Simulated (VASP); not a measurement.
# SnO2 (fluorite type) (Fm-3m) in VASP: notebook, part 3 of 3

VASP 6.6.1. The steps go on from the part before.

## 4. Relaxation of cell and atoms, PBE, target pressure 0.028 GPa, at which the enthalpy is minimised

INCAR

```
  PREC = Accurate
  ENCUT = 600
  EDIFF = 1E-7
  ISMEAR = -1
  SIGMA = 0.08
  LREAL = False
  LASPH = True
  NELM = 60
  ALGO = Normal
  ISIF = 3
  LWAVE = False
  LCHARG = False
  GGA = PE
  IBRION = 2
  NSW = 32
  EDIFFG = -0.005
  PSTRESS = 0.28
```

KPOINTS

```
Automatic mesh
0
Gamma
  11 11 11
```

POSCAR

```
SnO2
1.0
    0.0000000000      2.5716667138      2.5716667138
    2.5716667138      0.0000000000      2.5716667138
    2.5716667138      2.5716667138      0.0000000000
Sn O
1 2
Direct
    0.0000000000      0.0000000000      0.0000000000
    0.2500000000      0.2500000000      0.2500000000
    0.7500000000      0.7500000000      0.7500000000
```

Potentials or basis: VASP PAW PBE potentials, release 64 (Sn_d, O).

Run with:

```
> cat potpaw_PBE.64/Sn_d/POTCAR potpaw_PBE.64/O/POTCAR > POTCAR
> mpirun -np 1 vasp_std > vasp.out
```

OUTCAR:

```text
PREC = Accurate
   ENCUT = 600
   EDIFF = 1E-7
   ISMEAR = -1
   LREAL = False
   LASPH = True
   NELM = 60
   ISIF = 3
   GGA = PE
   IBRION = 2
   NSW = 32
   EDIFFG = -0.005
   PSTRESS = 0.28

 ion  position               nearest neighbor table
   1  0.000  0.000  0.000-   3 2.23   3 2.23   3 2.23   2 2.23   3 2.23   2 2.23   2 2.23   2 2.23

   2  0.250  0.250  0.250-   1 2.23   1 2.23   1 2.23   1 2.23
   3  0.750  0.750  0.750-   1 2.23   1 2.23   1 2.23   1 2.23

  LATTYP: Found a face centered cubic cell.
 ALAT       =     5.1433334276

  Lattice vectors:

 A1 = (   0.0000000000,   2.5716667138,   2.5716667138)
 A2 = (   2.5716667138,   0.0000000000,   2.5716667138)
 A3 = (   2.5716667138,   2.5716667138,   0.0000000000)

Analysis of symmetry for initial positions (statically):
=====================================================================
 Subroutine PRICEL returns:
 Original cell was already a primitive cell.

 Routine SETGRP: Setting up the symmetry group for a
 face centered cubic supercell.

[... 167 lines left out ...]
  free energy    TOTEN  =       -17.92186477 eV

  energy without entropy =      -17.92099908  energy(sigma->0) =      -17.92143192

------------------------ aborting loop because EDIFF is reached ----------------------------------------

  FORCE on cell =-STRESS in cart. coord.  units (eV):
  Direction    XX          YY          ZZ          XY          YZ          ZX
  --------------------------------------------------------------------------------------
  -------------------------------------------------------------------------------------
  Total        0.0760718      0.0760718      0.0760718      0.0000000     -0.0000000     -0.0000000
  in kB        3.5831125      3.5831125      3.5831125      0.0000000     -0.0000000     -0.0000000
  external PRESSURE =       3.3031125 kB  Pullay stress =       0.2800000 kB
[... 65 lines left out ...]
--------------------------------------- Ionic step        3  -------------------------------------------

 number of electron      25.9999996 magnetization

 Free energy of the ion-electron system (eV)
  ---------------------------------------------------
  ext. energy  EPLUGINS =         0.00000000
  ---------------------------------------------------
  free energy    TOTEN  =       -17.92193566 eV

  energy without entropy =      -17.92106145  energy(sigma->0) =      -17.92149855

 E-fermi :   7.6909     XC(G=0): -11.6688

 val. band max:        7.3074164034   @ k =  -0.2727   0.4545   0.1818
 cond. band min:       8.1306628622   @ k =   0.0909   0.0000   0.0000
 fundamental gap:      0.8232464588
 Fermi energy:         7.6909124570

 k-point     1 :       0.0000    0.0000    0.0000
  band No.  band energies     occupation
      1     -13.2010      2.00000
      2     -13.2010      2.00000
      3     -13.2010      2.00000
      4     -13.0764      2.00000
      5     -13.0764      2.00000
      6     -11.9436      2.00000
[... 457 lines left out ...]
      4     -13.0856      2.00000
      5     -13.0683      2.00000
      6     -11.0621      2.00000
[... 9 lines left out ...]
     16      15.8309      0.00000
     17      16.5734      0.00000

 [... further k-points ...]
[... 5 lines left out ...]
  --------------------------------------------------------------------------------------
  -------------------------------------------------------------------------------------
  Total        0.0063692      0.0063692      0.0063692      0.0000000      0.0000000      0.0000000
  in kB        0.2994797      0.2994797      0.2994797      0.0000000      0.0000000      0.0000000
  external PRESSURE =       0.0194797 kB  Pullay stress =       0.2800000 kB
[... 22 lines left out ...]
  energy  without entropy=      -17.9210614494  energy(sigma->0) =      -17.92149855

  enthalpy is  TOTEN    =       -17.9159807720 eV   P V=        0.0059548839

 reached required accuracy - stopping structural energy minimisation
```

Wall time 83 s (1 thread of Intel Xeon Platinum 8488C (Sapphire Rapids), shared host); peak memory 0.2 GiB.

What came out:

```yaml
Free_energy: -17.9219 eV
Relaxed_volume: 11.36 Å³/atom
Relaxed_cell: a = 3.639 Å, b = 3.639 Å, c = 3.639 Å, α = 60.00°, β = 60.00°, γ = 60.00°
Space_group_after_relaxing_to_0.05_Å: Fm-3m (No. 225)
Energy_change_on_relaxing_the_enthalpy_is_what_falls: -0.0 meV/atom
Ionic_steps: 3
Pressure_after_relaxing: 0.0 GPa
Band_gap_on_the_k_mesh: zero (band 13 reaches 7.31 eV, above the bottom of band 14 at 7.19 eV)
```

Final structure:
```xyz
3
Lattice="0.0000 2.5732 2.5732 2.5732 0.0000 2.5732 2.5732 2.5732 0.0000" Properties=species:S:1:pos:R:3 pbc="T T T"
Sn    0.0000    0.0000    0.0000
O     1.2866    1.2866    1.2866
O     3.8597    3.8597    3.8597
```

Levels at points of the mesh, in eV from the Fermi level:
| k point | band 10 | band 11 | band 12 | band 13 | band 14 | band 15 | band 16 | band 17 |
| --- | --- | --- | --- | --- | --- | --- | --- | --- |
| (0.00, 0.00, 0.00) | -3.12 | -1.64 | -1.64 | -1.64 | -0.50 | 6.65 | 6.65 | 6.65 |

Caveat: the cell is relaxed towards a set pressure, so the enthalpy falls and the energy may rise; spin-orbit coupling is left out, which moves the levels of the heavy elements.

## 5. Relaxation of cell and atoms, PBE, target pressure 0.028 GPa, at which the enthalpy is minimised

This run uses another cell than the first one, of 12.58 Å³/atom, 1.109 times its volume.

INCAR

```
SYSTEM = SnO2
  PREC = Accurate
  ENCUT = 600
  EDIFF = 1E-7
  ISMEAR = -1
  SIGMA = 0.08
  LREAL = .False.
  LASPH = .True.
  NELM = 80
  ALGO = Normal
  ISIF = 3
  LWAVE = .False.
  LCHARG = .False.
  GGA = PE
  IBRION = 2
  NSW = 60
  EDIFFG = -0.005
  PSTRESS = 0.28
```

KPOINTS

```
Automatic mesh
0
Gamma
  11 11 11
  0 0 0
```

POSCAR

```
SnO2
1.0
    0.0000000000      2.6619817383      2.6619817383
    2.6619817383      0.0000000000      2.6619817383
    2.6619817383      2.6619817383      0.0000000000
Sn O
1 2
Direct
    0.0000000000      0.0000000000      0.0000000000
    0.2500000000      0.2500000000      0.2500000000
    0.7500000000      0.7500000000      0.7500000000
```

Potentials or basis: VASP PAW PBE potentials, release 64 (Sn_d, O).

Run with:

```
> cat potpaw_PBE.64/Sn_d/POTCAR potpaw_PBE.64/O/POTCAR > POTCAR
> mpirun -np 1 vasp_std > vasp.out
```

OUTCAR:

```text
SYSTEM = SnO2
   PREC = Accurate
   ENCUT = 600
   EDIFF = 1E-7
   ISMEAR = -1
   LREAL = .False.
   LASPH = .True.
   NELM = 80
   ISIF = 3
   GGA = PE
   IBRION = 2
   NSW = 60
   EDIFFG = -0.005
   PSTRESS = 0.28

 ion  position               nearest neighbor table
   1  0.000  0.000  0.000-   2 2.31   3 2.31   3 2.31   3 2.31   3 2.31   2 2.31   2 2.31   2 2.31

   2  0.250  0.250  0.250-   1 2.31   1 2.31   1 2.31   1 2.31
   3  0.750  0.750  0.750-   1 2.31   1 2.31   1 2.31   1 2.31

  LATTYP: Found a face centered cubic cell.
 ALAT       =     5.3239634766

  Lattice vectors:

 A1 = (   0.0000000000,   2.6619817383,   2.6619817383)
 A2 = (   2.6619817383,   0.0000000000,   2.6619817383)
 A3 = (   2.6619817383,   2.6619817383,   0.0000000000)

Analysis of symmetry for initial positions (statically):
[... 372 lines left out ...]

 Free energy of the ion-electron system (eV)
  ---------------------------------------------------
  ext. energy  EPLUGINS =         0.00000000
  ---------------------------------------------------
  free energy    TOTEN  =       -17.93175283 eV

  energy without entropy =      -17.93088135  energy(sigma->0) =      -17.93131709

 E-fermi :   7.6956     XC(G=0): -11.6709

 val. band max:        7.3121165490   @ k =  -0.2727   0.4545   0.1818
 cond. band min:       8.1391371156   @ k =   0.0909   0.0000   0.0000
 fundamental gap:      0.8270205666
 Fermi energy:         7.6955510544

 k-point     1 :       0.0000    0.0000    0.0000
  band No.  band energies     occupation
      1     -13.1956      2.00000
      2     -13.1956      2.00000
      3     -13.1956      2.00000
      4     -13.0706      2.00000
      5     -13.0706      2.00000
      6     -11.9413      2.00000
[... 457 lines left out ...]
      4     -13.0799      2.00000
      5     -13.0626      2.00000
      6     -11.0591      2.00000
[... 9 lines left out ...]
     16      15.8392      0.00000
     17      16.5822      0.00000

 [... further k-points ...]
[... 5 lines left out ...]
  --------------------------------------------------------------------------------------
  -------------------------------------------------------------------------------------
  Total        0.0073276      0.0073276      0.0073276     -0.0000000      0.0000000     -0.0000000
  in kB        0.3446943      0.3446943      0.3446943     -0.0000000      0.0000000     -0.0000000
  external PRESSURE =       0.0646943 kB  Pullay stress =       0.2800000 kB
[... 22 lines left out ...]
  energy  without entropy=      -17.9308813539  energy(sigma->0) =      -17.93131709

  enthalpy is  TOTEN    =       -17.9258005197 eV   P V=        0.0059523120

 reached required accuracy - stopping structural energy minimisation
```

Wall time 3.3 min (1 thread of Intel Xeon Platinum 8488C (Sapphire Rapids), shared host); peak memory 0.2 GiB.

Results:

| Item | Value |
| --- | --- |
| Free energy | -17.9318 eV |
| Relaxed volume | 11.35 Å³/atom |
| Relaxed cell | a = 3.638 Å, b = 3.638 Å, c = 3.638 Å, α = 60.00°, β = 60.00°, γ = 60.00° |
| Space group after relaxing (to 0.05 Å) | Fm-3m (No. 225) |
| Energy change on relaxing (the enthalpy is what falls) | -62.3 meV/atom |
| Ionic steps | 6 |
| Pressure after relaxing | 0.0 GPa |
| Band gap on the k mesh | zero (band 13 reaches 7.31 eV, above the bottom of band 14 at 7.20 eV) |

The path:
```
step  energy change (eV)  largest force (eV/Å)  pressure (GPa)  volume (Å³)
   1              0.0000                0.0000          -14.68        37.73
   2             -0.0829                0.0000           15.51        31.77
   3             -0.1869                0.0000           -0.10        34.08
   4             -0.1868                0.0000            0.28        34.01
   5             -0.1869                0.0000           -0.16        34.10
   6             -0.1869                0.0000            0.03        34.06
```

Final structure:
```
Sn O
1.0
     0.00000    2.57278    2.57278
     2.57278    0.00000    2.57278
     2.57278    2.57278    0.00000
Sn O
1 2
Direct
  0.00000 0.00000 0.00000
  0.25000 0.25000 0.25000
  0.75000 0.75000 0.75000
```

Caveat: the cell is relaxed towards a set pressure, so the enthalpy falls and the energy may rise; spin-orbit coupling is left out, which moves the levels of the heavy elements.

## 6. Overview

| task | cell | cutoff (eV) | gap on the mesh (eV) | pressure (GPa) |
| --- | --- | --- | --- | --- |
| single point | a = 3.637 Å, angles 60.0°, 3 atoms | 520 | none | 0.6 |
| single point | a = 3.636 Å, angles 60.0°, 3 atoms | 520 | none | 0.7 |
| relaxation of cell and atoms | relaxed to 0.028 GPa from a = 3.637 Å, angles 60.0°, 3 atoms | 600 | none | 0.0 |
| relaxation of cell and atoms | relaxed to 0.028 GPa from a = 3.765 Å, angles 60.0°, 3 atoms | 600 | none | 0.0 |

Alike in all rows: level PBE; potentials or basis VASP PAW PBE potentials, release 64 (Sn_d, O); no spin polarisation; k mesh 11 × 11 × 11; smearing fermi-dirac 0.08 eV.

Caveats: spin-orbit coupling is left out, which moves the levels of the heavy elements; the cell is relaxed towards a set pressure, so the enthalpy falls and the energy may rise (some runs).

Total energies depend on the potentials used, so only differences within one code and one set of settings carry meaning.
